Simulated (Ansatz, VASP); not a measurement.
**MgBe2SeO2: VASP beside Ansatz**

The input INCAR:

```
PREC     = Accurate       # precision mode
ENCUT    = 520            # plane-wave cutoff, eV
EDIFF    = 1E-7           # SCF threshold, eV
ISMEAR   = 0              # smearing method
SIGMA    = 0.1            # smearing width, eV
LREAL    = F              # projectors in reciprocal space
LASPH    = T              # aspherical terms in the spheres
NELM     = 100            # most SCF steps
ALGO     = Normal         # electronic algorithm
ISIF     = 2              # what is computed and relaxed
LWAVE    = F              # write WAVECAR
LCHARG   = T              # write CHGCAR
GGA      = PE             # functional
LELF     = T              # ELF
LVHAR    = T            
NBANDS   = 21             # bands
```

File KPOINTS:

```
Automatic mesh
0
Gamma
  6 6 6
```

The input POSCAR:

```
MgBe2SeO2
1.0
   -1.8514632100      1.8514632100      4.9815043400
    1.8514632100     -1.8514632100      4.9815043400
    1.8514632100      1.8514632100     -4.9815043400
Mg Be Se O
1 2 1 2
Direct
    0.5000000000      0.5000000000      0.0000000000
    0.1464646200      0.1464646200      0.0000000000
    0.8535353800      0.8535353800      0.0000000000
    0.0000000000      0.0000000000      0.0000000000
    0.2500000000      0.7500000000      0.5000000000
    0.7500000000      0.2500000000      0.5000000000
```

Input for Ansatz:

```yaml
crystal:
  lattice:
    - [-1.85146321, 1.85146321, 4.98150434]
    - [1.85146321, -1.85146321, 4.98150434]
    - [1.85146321, 1.85146321, -4.98150434]
  atoms:
    - { symbol: Mg, position: [0.5, 0.5, 0.0] }
    - { symbol: Be, position: [0.14646462, 0.14646462, 0.0] }
    - { symbol: Be, position: [0.85353538, 0.85353538, 0.0] }
    - { symbol: Se, position: [0.0, 0.0, 0.0] }
    - { symbol: O, position: [0.25, 0.75, 0.5] }
    - { symbol: O, position: [0.75, 0.25, 0.5] }
basis:
  ecutwfc: 420
kpoints:
  mp_grid: { grid: [6, 6, 6] }
hamiltonian:
  xc: pbe
scf:
  occupations: { method: gaussian, width: 0.1 }
  lower_state_search: "off"
output:
  forces: true
  stress: true
  eigenvalues: true
```

Change from the starting cell: species swapped into the CeB2Ir2C type (I4/mmm, No. 139).

Alike in both runs: task single point; functional PBE; k mesh 6 × 6 × 6; occupations gaussian, width 0.1 eV; no spin polarisation.

```csv
,VASP,Ansatz
version,VASP 6.6.1,Ansatz 0.2.0
potentials or method,"VASP PAW PBE potentials, release 64 (Mg, Be, Se, O), cutoff 520 eV","scalar-relativistic, plane waves, PAW"
valence electrons in the cell,24,42
```

```tsv
	VASP	Ansatz	Ansatz less VASP
gap on the k mesh at the Fermi level (eV)	none	none	-
rms of the force components (eV/Å)	10.569	10.390	-0.1790
```

Atom by atom the forces differ by 0.179 eV/Å (rms over components). A gap of «none» marks a metal or a gap that the smearing closes. With one functional, cell and mesh, what is left measures potentials, basis and numerics. VASP's potentials hold 24 valence electrons a cell and Ansatz's 42, so a difference there can come from the potentials and not from the codes.

The k mesh is coarse, so the values compare programs but aren't converged.
